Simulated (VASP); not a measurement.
# W in VASP: single point with r2SCAN

Aim: the single point of W with r2SCAN.

Program: VASP 6.6.1. These are calculated values, not measurements. Logs are shortened: lines on timing, memory, paths and dates and some standing lists are left out, and cuts for length are marked.

**1. The cell of the first run**

The typed cell holds 1 atom: a = 2.823 Å, b = 2.823 Å, c = 2.823 Å, α = 120.00°, β = 120.00°, γ = 90.01°.

This isn't the form of W at room conditions, which is bcc.

**2. Single point, r2SCAN**

The input, POSCAR:

```
W
1.0
   -1.4114188381      1.4114188381      1.9957462371
    1.4114188381     -1.4114188381      1.9957462371
    1.4114188381      1.4114188381     -1.9957462371
W
1
Direct
    0.0000000000      0.0000000000      0.0000000000
```

The input, INCAR.step1:

```
SYSTEM = W
ALGO = Normal ; EDIFF = 1E-4
ENCUT = 520 ; GGA = PE
ISMEAR = 0 ; LASPH = .TRUE.
LCHARG = .FALSE. ; LREAL = .FALSE.
LUSENCCL = .FALSE. ; LWAVE = .TRUE.
NBANDS = 13 ; NELM = 80
PREC = Accurate ; SIGMA = 0.15
```

The input, INCAR.step2:

```
SYSTEM = W
ALGO = Normal ; EDIFF = 1E-7
ENCUT = 520 ; ISIF = 2
ISMEAR = 0 ; ISTART = 1
LASPH = .TRUE. ; LCHARG = .FALSE.
LMIXTAU = .TRUE. ; LREAL = .FALSE.
LUSENCCL = .FALSE. ; LWAVE = .FALSE.
METAGGA = R2SCAN ; NBANDS = 13
NELM = 80 ; PREC = Accurate
SIGMA = 0.15
```

The input, KPOINTS:

```
k-points
0
G
  30 30 30
  0 0 0
```

Potentials or basis: VASP PAW PBE potentials, release 64 (W_sv).

The run is started by

```sh
$ cat potpaw_PBE.64/W_sv/POTCAR > POTCAR
$ cp INCAR.step1 INCAR
$ mpirun -np 1 vasp_std > vasp.out
$ cp INCAR.step2 INCAR
$ mpirun -np 1 vasp_std > vasp.out
```

OUTCAR:

```text
SYSTEM = W
   EDIFF = 1E-7
   ENCUT = 520
   ISIF = 2
   ISMEAR = 0
   ISTART = 1
   LASPH = .TRUE.
   LREAL = .FALSE.
   METAGGA = R2SCAN
   NELM = 80
   PREC = Accurate

 ion  position               nearest neighbor table
   1  0.000  0.000  0.000-

  LATTYP: Found a body centered tetragonal cell.
 ALAT       =     2.8228376762
 C/A-ratio  =     1.4140000000

  Lattice vectors:

 A1 = (  -1.4114188381,   1.4114188381,   1.9957462371)
 A2 = (   1.4114188381,  -1.4114188381,   1.9957462371)
 A3 = (   1.4114188381,   1.4114188381,  -1.9957462371)

Analysis of symmetry for initial positions (statically):
=====================================================================
 Subroutine PRICEL returns:
 Original cell was already a primitive cell.

 Routine SETGRP: Setting up the symmetry group for a
 body centered tetragonal supercell.

 Subroutine GETGRP returns: Found 16 space group operations
 (whereof 16 operations were pure point group operations)
 out of a pool of 16 trial point group operations.

The static configuration has the point symmetry D_4h.

Analysis of symmetry for dynamics (positions and initial velocities):
=====================================================================
 Subroutine PRICEL returns:
 Original cell was already a primitive cell.

 Routine SETGRP: Setting up the symmetry group for a
 body centered tetragonal supercell.

 Subroutine GETGRP returns: Found 16 space group operations
 (whereof 16 operations were pure point group operations)
 out of a pool of 16 trial point group operations.

The dynamic configuration has the point symmetry D_4h.

 Subroutine INISYM returns: Found 16 space group operations
 (whereof 16 operations are pure point group operations),
 and found     1 'primitive' translations

----------------------------------------------------------------------------------------

                                     Primitive cell

  volume of cell :      15.9029

  direct lattice vectors                    reciprocal lattice vectors
    -1.411418838  1.411418838  1.995746237     0.000000000  0.354253455  0.250532854
     1.411418838 -1.411418838  1.995746237     0.354253455  0.000000000  0.250532854
     1.411418838  1.411418838 -1.995746237     0.354253455  0.354253455  0.000000000

  length of vectors
     2.822624544  2.822624544  2.822624544     0.433891946  0.433891946  0.500990041

  position of ions in fractional coordinates (direct lattice)
     0.000000000  0.000000000  0.000000000
[... 84 lines left out ...]
   POTIM  = 0.5000    time-step for ionic-motion
   TEBEG  =    0.0;   TEEND  =   0.0 temperature during run
   PSTRESS=    0.0 pullay stress
   NELECT =      14.0000    total number of electrons
   NUPDOWN=      -1.0000    fix difference up-down
   EMIN   =  10.00;   EMAX   =-10.00  energy-range for DOS
   EFERMI =   0.00;   METHOD = LEGACY
   ISMEAR =     0;   SIGMA  =   0.15  broadening in eV -4-tet -1-fermi 0-gaus
   EFERMI_NEDOS =   21; number of points for ismear=-14 and -15
   IALGO  =     38    algorithm
   IMIX   =      4    mixing-type and parameters
     AMIX     =   0.40;   BMIX     =  1.00
     AMIX_MAG =   1.60;   BMIX_MAG =  1.00
  volume/ion in A,a.u.               =      15.90       107.32
  Fermi-wavevector in a.u.,A,eV,Ry     =   1.569008  2.964995 33.494630  2.461786
  Thomas-Fermi vector in A             =   2.670954
   LORBIT       =      0    0 simple, 1 ext, 2 COOP (PROOUT), +10 PAW based schemes
   METAGGA = R2SCAN    functional components
   LHFCALC =     F    Hartree Fock is set to
   AEXX    =    0.0000 exact exchange contribution
   IVDW    =     0    specifies the selected vdW correction
   LEPSILON=     F    determine dielectric tensor
   LRPA    =     F    only Hartree local field effects (RPA)
 non-spin polarized calculation
 Gauss-broadening in eV      SIGMA  =   0.15
  energy-cutoff  :      520.00
  volume of cell :       15.90
 maximum number of plane-waves:       444
 NGX is ok and might be reduce to    24
   NGX = 11   NGY = 11   NGZ = 11

 number of electron      14.0000000 magnetization

 Free energy of the ion-electron system (eV)
  ---------------------------------------------------
  ext. energy  EPLUGINS =         0.00000000
  ---------------------------------------------------
  free energy    TOTEN  =       -50.79433773 eV

  energy without entropy =      -50.78040614  energy(sigma->0) =      -50.78737194

 E-fermi :  10.7771     XC(G=0): -14.9306

 val. band max:       10.7760948776   @ k =  -0.3333  -0.4333   0.3000
 cond. band min:      10.7787375140   @ k =   0.4000   0.3667   0.0000
 fundamental gap:      0.0026426364
 Fermi energy:        10.7770862048

 k-point     1 :       0.0000    0.0000    0.0000
  band No.  band energies     occupation
      1     -64.7743      2.00000
      2     -27.6651      2.00000
      3     -27.6651      2.00000
      4     -27.6649      2.00000
      5       1.1293      2.00000
      6      10.1470      2.00000
      7      10.1470      2.00000
      8      10.1494      2.00000
      9      13.6811      0.00000
     10      13.6845      0.00000
     11      24.1752      0.00000
     12      30.0104      0.00000
     13      30.0104      0.00000
[... 354 lines left out ...]
  band No.  band energies     occupation
      1     -64.6925      2.00000
      2     -28.4862      2.00000
      3     -27.7934      2.00000
      4     -27.7607      2.00000
      5       3.9109      2.00000
      6       9.0202      2.00000
      7      10.5573      1.96175
      8      10.6196      1.86233
      9      13.6793      0.00000
     10      14.3568      0.00000
     11      24.2024      0.00000
     12      28.6632      0.00000
     13      34.5816      0.00000

 [... further k-points ...]

------------------------ aborting loop because EDIFF is reached ----------------------------------------

  FORCE on cell =-STRESS in cart. coord.  units (eV):
  Direction    XX          YY          ZZ          XY          YZ          ZX
  --------------------------------------------------------------------------------------
  -------------------------------------------------------------------------------------
  Total        0.7069000      0.7069000      0.6998341      0.0000000     -0.0000000      0.0000000
  in kB       71.2182728     71.2182728     70.5063987      0.0000000     -0.0000000      0.0000000
  external PRESSURE =      70.9809814 kB  Pullay stress =       0.0000000 kB

 VOLUME and BASIS-vectors are now :
 -----------------------------------------------------------------------------
  energy-cutoff  :      520.00
  volume of cell :       15.90
      direct lattice vectors                 reciprocal lattice vectors
    -1.411418838  1.411418838  1.995746237     0.000000000  0.354253455  0.250532854
     1.411418838 -1.411418838  1.995746237     0.354253455  0.000000000  0.250532854
     1.411418838  1.411418838 -1.995746237     0.354253455  0.354253455  0.000000000

 POSITION                                       TOTAL-FORCE (eV/Angst)
 -----------------------------------------------------------------------------------
      0.00000      0.00000      0.00000         0.000000      0.000000      0.000000
 -----------------------------------------------------------------------------------
    total drift:                               -0.000000     -0.000000     -0.000000

  FREE ENERGIE OF THE ION-ELECTRON SYSTEM (eV)
  ---------------------------------------------------
  free  energy   TOTEN  =       -50.7943377280 eV

  energy  without entropy=      -50.7804061441  energy(sigma->0) =      -50.78737194
```

OUTCAR.step1:

```text
SYSTEM = W
   EDIFF = 1E-4
   ENCUT = 520
   GGA = PE
   ISMEAR = 0
   LASPH = .TRUE.
[... 602 lines left out ...]
 POSITION                                       TOTAL-FORCE (eV/Angst)
 -----------------------------------------------------------------------------------
      0.00000      0.00000      0.00000         0.000000      0.000000      0.000000
 -----------------------------------------------------------------------------------
    total drift:                               -0.000000     -0.000000     -0.000000

  FREE ENERGIE OF THE ION-ELECTRON SYSTEM (eV)
  ---------------------------------------------------
  free  energy   TOTEN  =       -12.4589188546 eV

  energy  without entropy=      -12.4446280971  energy(sigma->0) =      -12.45177348
```

Wall time 17 min (1 × NVIDIA H100 80GB with 1 thread of AMD EPYC 7R13 (Zen 3), shared host); peak memory 1.5 GiB.

What came out:

* Free energy: -50.7943 eV
* Pressure: 7.1 GPa
* Band gap on the k mesh: zero (bands 7 and 8 overlap by 3.83 eV)

Levels at points of the mesh, in eV from the Fermi level:
| k point | band 4 | band 5 | band 6 | band 7 | band 8 | band 9 | band 10 | band 11 |
| --- | --- | --- | --- | --- | --- | --- | --- | --- |
| (0.00, 0.00, 0.00) | -38.44 | -9.65 | -0.63 | -0.63 | -0.63 | 2.90 | 2.91 | 13.40 |
| (0.50, 0.00, 0.00) | -38.62 | -6.08 | -0.80 | -0.80 | 0.56 | 5.49 | 5.49 | 11.32 |
| (0.50, 0.50, 0.00) | -38.93 | -5.95 | -5.00 | 3.20 | 5.54 | 6.22 | 6.22 | 12.59 |
| (0.50, 0.50, 0.50) | -38.93 | -5.95 | -5.00 | 3.20 | 5.54 | 6.22 | 6.22 | 12.59 |

Caveat: the cell stands under pressure; the PAW data sets were made with another functional, which shifts forces and pressure a little; spin-orbit coupling is left out, which moves the levels of the heavy elements.
